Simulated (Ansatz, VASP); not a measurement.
**Br in VASP and in Ansatz**

The input INCAR:

```
SYSTEM = Br
PREC = Accurate
ENCUT = 520
EDIFF = 1E-7
ISMEAR = 0
SIGMA = 0.1
LREAL = .False.
LASPH = .True.
NELM = 100
ALGO = Fast
ISIF = 2
LWAVE = .False.
LCHARG = .False.
GGA = PE
NBANDS = 10
```

KPOINTS

```
regular mesh
0
Gamma
  6 6 6
  0 0 0
```

Contents of POSCAR:

```
Br
1.0
    3.4138445046      0.0000000000      0.0000000000
   -1.7069222523      2.9564760656      0.0000000000
    0.0000000000      0.0000000000      3.1898109590
Br
1
Direct
    0.0000000000      0.0000000000      0.0000000000
```

Input for Ansatz:

```yaml
crystal:
  lattice:
    - [3.4138445046, 0.0, 0.0]
    - [-1.7069222523, 2.9564760656, 0.0]
    - [0.0, 0.0, 3.189810959]
  atoms:
    - { symbol: Br, position: [0.0, 0.0, 0.0] }
basis:
  ecutwfc: 420
kpoints:
  mp_grid: { grid: [6, 6, 6] }
hamiltonian:
  xc: pbe
scf:
  occupations: { method: gaussian, width: 0.1 }
  lower_state_search: "off"
output:
  forces: true
  stress: true
  eigenvalues: true
```

Alike in both runs: task single point; functional PBE; k mesh 6 × 6 × 6; occupations gaussian, width 0.1 eV; no spin polarisation.

|  | VASP | Ansatz |
| --- | --- | --- |
| version | VASP 6.6.1 | Ansatz 0.2.0 |
| potentials or method | VASP PAW PBE potentials, release 64 (Br), cutoff 520 eV | scalar-relativistic, plane waves, PAW |
| valence electrons in the cell | 7 | 7 |

|  | VASP | Ansatz | Ansatz less VASP |
| --- | --- | --- | --- |
| gap on the k mesh at the Fermi level (eV) | none | none | - |
| pressure (GPa) | -2.9 | -2.9 | 0.00 |
| traceless stress, the component that is largest in VASP (GPa) | -1.40 | -1.40 | -0.002 |

A gap of «none» marks a metal or a gap that the smearing closes.
